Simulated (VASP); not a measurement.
Set up this calculation in VASP 6.6.1, as the native input.

```yaml
Task: electric field gradients
Functional: PBE
Potentials_or_basis: VASP PAW PBE potentials, release 64 (Ga_d, P)
Cutoff: 520 eV
k_mesh: 10 × 10 × 10
Occupations: fermi-dirac, width 0.05 eV
Spin: no spin polarisation
Dipole_correction: no
Further_INCAR_settings: ALGO = Normal; EDIFF = 1e-08; NBANDS = 16
```

The structure of GaP lies in POSCAR:

```
GaP
1.0
    0.0000000000      2.7611126653      2.7611126653
    2.7611126653      0.0000000000      2.7611126653
    2.7611126653      2.7611126653      0.0000000000
Ga P
1 1
Direct
    0.0000000000      0.0000000000      0.0000000000
    0.7500000000      0.7500000000      0.7500000000
```

This cell differs from its parent crystal: volume scaled by 1.04.

The input as run:

INCAR

```
SYSTEM = GaP
PREC = Accurate
ENCUT = 520
EDIFF = 1E-8
ISMEAR = -1
SIGMA = 0.05
LREAL = .False.
LASPH = .True.
NELM = 100
ALGO = Normal
ISIF = 2
LWAVE = .False.
LCHARG = .False.
GGA = PE
LEFG = .True.
NBANDS = 16
```

KPOINTS

```
Automatic mesh
0
Gamma
  10 10 10
  0 0 0
```

Potentials or basis: VASP PAW PBE potentials, release 64 (Ga_d, P).

Run with:

```console
$ cat potpaw_PBE.64/Ga_d/POTCAR potpaw_PBE.64/P/POTCAR > POTCAR
$ mpirun -np 1 vasp_std > vasp.out
```

It gave:

| Property | Result |
| --- | --- |
| Pressure | -0.7 GPa |
| Band gap on the k mesh | 1.50 eV, direct |

Caveat: without QUAD_EFG the Cq values of the log hold for a quadrupole moment of 1 mb, not for the nuclei.

Wall time 22 s on 1 thread of Intel(R) Xeon(R) 6975P-C (Granite Rapids), with other jobs on the host, peak memory 0.17 GiB.
